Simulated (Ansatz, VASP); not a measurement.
## HfGe3: VASP beside Ansatz

```
CELL_PARAMETERS angstrom
4.28495 0.00000 0.00000
0.00000 4.28495 0.00000
0.00000 0.00000 4.28495
ATOMIC_POSITIONS crystal
Hf 0.00000 0.00000 0.00000
Ge 0.00000 0.50000 0.50000
Ge 0.50000 0.50000 0.00000
Ge 0.50000 0.00000 0.50000
```

Alike in both runs: task single point; functional PBE; k mesh 8 × 8 × 8; occupations gaussian, width 0.05 eV; no spin polarisation.

|  | VASP | Ansatz |
| --- | --- | --- |
| version | VASP 6.6.1 | Ansatz 0.2.0 |
| potentials or method | VASP PAW PBE potentials, release 64 (Hf_pv, Ge_d), cutoff 520 eV | scalar-relativistic, plane waves, PAW |
| valence electrons in the cell | 52 | 68 |

```tsv
	VASP	Ansatz	Ansatz less VASP
gap on the k mesh at the Fermi level (eV)	none	none	-
pressure (GPa)	-5.5	-5.2	+0.28
```

A gap of «none» marks a metal or a gap that the smearing closes. VASP's potentials hold 52 valence electrons a cell and Ansatz's 68, so a difference there can come from the potentials and not from the codes.

Spin-orbit coupling is off throughout.
